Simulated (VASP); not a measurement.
Wanted: the native input for a VASP 6.6.1 run.

- Task: single point
- Functional: PBE
- Potentials or basis: VASP PAW PBE potentials, release 64 (Ca_sv, Ba_sv, Te)
- Cutoff: 520 eV
- k mesh: 4 × 4 × 4
- Occupations: gaussian, width 0.01 eV
- Spin: no spin polarisation
- Dipole correction: no
- Further INCAR settings: ALGO = Normal; EDIFF = 1e-06; NBANDS = 24

The structure of BaCaTe2 lies in POSCAR:

```
BaCaTe2
1.0
    2.3738739046      1.3705567378      7.7790776214
   -2.3738739046      1.3705567378      7.7790776214
    0.0000000000     -2.7411134757      7.7790776214
Ca Ba Te
1 1 2
Direct
    1.0000000000      0.0000000000      0.0000000000
    0.5000000000      0.5000000000      0.5000000000
    0.2584844463      0.2584844463      0.2584844463
    0.7415155537      0.7415155537      0.7415155537
```

One way to write it, as run:

INCAR

```
PREC = Accurate
ENCUT = 520
EDIFF = 1E-6
ISMEAR = 0
SIGMA = 0.01
LREAL = F
LASPH = T
NELM = 60
ALGO = Normal
ISIF = 2
LWAVE = F
LCHARG = F
GGA = PE
NBANDS = 24
```

KPOINTS

```
regular mesh
0
Gamma
  4 4 4
```

Potentials or basis: VASP PAW PBE potentials, release 64 (Ca_sv, Ba_sv, Te).

Run with:

```sh
$ cat potpaw_PBE.64/Ca_sv/POTCAR potpaw_PBE.64/Ba_sv/POTCAR potpaw_PBE.64/Te/POTCAR > POTCAR
$ mpirun -np 1 vasp_std > vasp.out
```

It gave:

```yaml
Pressure: 0.4 GPa
Largest_force: 0.037 eV/Å
Band_gap_on_the_k_mesh: 1.43 eV, indirect (least direct gap 2.14 eV)
```

Caveat: spin-orbit coupling is left out, which moves the levels of the heavy elements.

Run time: 2.8 min on 1 thread of Intel Xeon 6975P-C, on a shared host, peak memory 0.55 GiB.
